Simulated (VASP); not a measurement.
## Si3Ge: single point with PBEsol

Crystal: Si3Ge.

```xyz
4
Lattice="1.9427 1.1216 6.3410 -1.9427 1.1216 6.3410 0.0000 -2.2432 6.3410" Properties=species:S:1:pos:R:3 pbc="T T T"
Si    1.9866    1.0039    6.4871
Si    0.0082    0.0558    9.5085
Si    0.0649   -0.0910    7.1966
Ge   -0.0453    0.0591   16.5647
```

```
Program                : VASP 6.6.1
Task                   : single point
Functional             : PBEsol
Potentials or basis    : VASP PAW PBE potentials, release 64 (Si, Ge_d)
Cutoff                 : 520 eV
k mesh                 : 4 × 4 × 4
Occupations            : fermi-dirac, width 0.069 eV
Spin                   : no spin polarisation
Dipole correction      : no
Further INCAR settings : ALGO = Normal; EDIFF = 1e-07; NBANDS = 21
```

```yaml
Pressure: 0.6 GPa
Largest_force: 1.686 eV/Å
Band_gap_on_the_k_mesh: zero (filled and empty bands overlap)
```

Forces on the atoms (eV/Å):
```
Si   0.229  0.454 -1.181
Si  -0.707  0.014 -0.126
Si  -0.307 -0.277 -0.172
Ge   0.785 -0.191  1.479
```

Stress tensor (GPa, compression positive):
```
 2.74 -0.61  0.31
-0.61  1.56 -0.11
 0.31 -0.11 -2.64
```

Levels at points of the mesh, in eV from the Fermi level:
| k point | band 9 | band 10 | band 11 | band 12 | band 13 | band 14 | band 15 | band 16 | band 17 | band 18 |
| --- | --- | --- | --- | --- | --- | --- | --- | --- | --- | --- |
| (0.00, 0.00, 0.00) | -1.70 | -1.53 | -0.54 | -0.36 | 0.03 | 0.91 | 1.97 | 2.18 | 2.24 | 2.42 |
| (0.50, 0.00, 0.00) | -6.79 | -3.78 | -3.49 | -2.80 | -2.45 | 0.86 | 1.17 | 3.93 | 4.35 | 5.05 |
| (0.00, 0.50, 0.00) | -6.76 | -3.66 | -3.58 | -2.78 | -2.41 | 0.83 | 1.34 | 3.79 | 4.39 | 5.33 |
| (0.00, 0.00, 0.50) | -6.81 | -3.85 | -3.44 | -2.84 | -2.46 | 0.80 | 1.21 | 4.04 | 4.30 | 4.87 |
| (0.50, 0.50, 0.00) | -7.36 | -3.30 | -3.12 | -1.72 | -1.20 | 0.22 | 0.36 | 1.12 | 2.84 | 3.45 |
| (0.50, 0.00, 0.50) | -7.39 | -3.24 | -3.08 | -1.67 | -1.22 | 0.03 | 0.33 | 1.28 | 3.04 | 3.44 |
| (0.00, 0.50, 0.50) | -7.37 | -3.27 | -3.10 | -1.74 | -1.20 | 0.13 | 0.37 | 1.19 | 2.89 | 3.46 |
| (0.50, 0.50, 0.50) | -3.66 | -1.47 | -1.24 | -1.06 | -0.85 | 1.08 | 1.35 | 2.76 | 3.05 | 3.22 |

It took 3.2 min on 1 thread of Intel(R) Xeon(R) Platinum 8259CL CPU @ 2.50GHz (Skylake/Cascade Lake) (shared host), peak memory 0.36 GiB.

Caveat: the k points lie up to 0.47 Å⁻¹ apart; the PAW data sets were made with another functional, which shifts forces and pressure a little.
